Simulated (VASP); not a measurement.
Crystal: RbBr.

```
Rb Br
1.0
     4.12425    0.00000    0.00000
     0.00000    4.12425    0.00000
     0.00000    0.00000    4.12425
Rb Br
1 1
Direct
  0.00000 0.00000 0.00000
  0.50000 0.50000 0.50000
```

Base run:

| Quantity | Value |
| --- | --- |
| Program | VASP 6.6.1 |
| Functional | PBE-based screened hybrid with 75 % exact exchange |
| Potentials or basis | VASP PAW PBE potentials, release 64 (Rb_sv, Br) |
| Cutoff | 520 eV |
| k mesh | 4 × 4 × 4 |
| Occupations | gaussian, width 0.01 eV |
| Spin | no spin polarisation |

Its results: band gap on the k mesh 8.83 eV (least direct gap 9.02 eV); pressure -0.4 GPa.

The run is repeated on the same cell with these changes: functional from PBE-based screened hybrid with 75 % exact exchange to PBE-based screened hybrid with 50 % exact exchange; share of exact exchange from 0.75 to 0.5. What comes out?

Band gap on the k mesh 7.20 eV (least direct gap 7.38 eV); pressure 0.0 GPa.

Caveats: the PAW data sets were made with another functional, which shifts forces and pressure a little.

A k mesh can miss the band edges.
